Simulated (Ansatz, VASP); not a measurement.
# One calculation of Cu, two programs

```
CELL_PARAMETERS angstrom
-1.46558 1.46558 1.46558
1.46558 -1.46558 1.46558
1.46558 1.46558 -1.46558
ATOMIC_POSITIONS crystal
Cu 0.00000 0.00000 0.00000
```

Alike in both runs: task relaxation of cell and atoms; functional PBEsol; k mesh 8 × 8 × 8; occupations gaussian, width 0.1 eV; no spin polarisation.

```csv
,VASP,Ansatz
version,VASP 6.6.1,Ansatz 0.2.0
potentials or method,"VASP PAW PBE potentials, release 64 (Cu), cutoff 600 eV","scalar-relativistic, plane waves, PAW"
valence electrons in the cell,11,19
```

VASP gave:

| Property | Result |
| --- | --- |
| gap on the k mesh at the Fermi level, each at its own relaxed structure (eV) | none |
| relaxed volume (Å³/atom) | 11.41 |
| relaxed cell length with the largest relative difference (Å) | 2.457 |

**Question.** What did Ansatz give for the same quantities?

**Answer.** gap on the k mesh at the Fermi level, each at its own relaxed structure (eV): none; relaxed volume (Å³/atom): 11.37; relaxed cell length with the largest relative difference (Å): 2.453.

VASP's potentials were made for PBE, not for PBEsol. A gap of «none» marks a metal or a gap that the smearing closes. VASP's potentials hold 11 valence electrons a cell and Ansatz's 19, so a difference there can come from the potentials and not from the codes.

The k mesh is coarse, so the values compare programs but aren't converged.
